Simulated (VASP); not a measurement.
AlNi3:

```
CELL_PARAMETERS angstrom
3.52305 0.00000 0.00000
0.00000 3.52305 0.00000
0.00000 0.00000 3.52305
ATOMIC_POSITIONS crystal
Ni 0.50000 0.50000 0.00000
Ni 0.50000 0.00000 0.50000
Ni 0.00000 0.50000 0.50000
Al 0.00000 0.00000 0.00000
```

Base run:

| Quantity | Value |
| --- | --- |
| Program | VASP 6.6.1 |
| Functional | PBE |
| Potentials or basis | VASP PAW PBE potentials, release 64 (Ni_sv_GW, Al) |
| Cutoff | 690 eV |
| k mesh | 6 × 6 × 6 |
| Occupations | fermi-dirac, width 0.05 eV |
| Spin | collinear spin, ferromagnetic start |
| Starting moments | [0.266667, 0.266667, 0.266667, 0.0] μB |
| Fixed moment | 0.8 μB |

Its results: pressure 6.5 GPa; site moments Ni +0.30; Al -0.01 μB.

Question: The run is repeated on the same cell with these changes: fixed moment from 0.8 μB to 3.8 μB; moments at the start from [0.27, 0.27, 0.27, 0.0] to [1.27, 1.27, 1.27, 0.0]. What comes out?

Answer: Pressure 17.6 GPa; site moments Ni +1.10; Al +0.10 μB.

Caveats: the cell stands under pressure; the total moment is fixed, so each spin has its own Fermi level and the state may be an excited one.
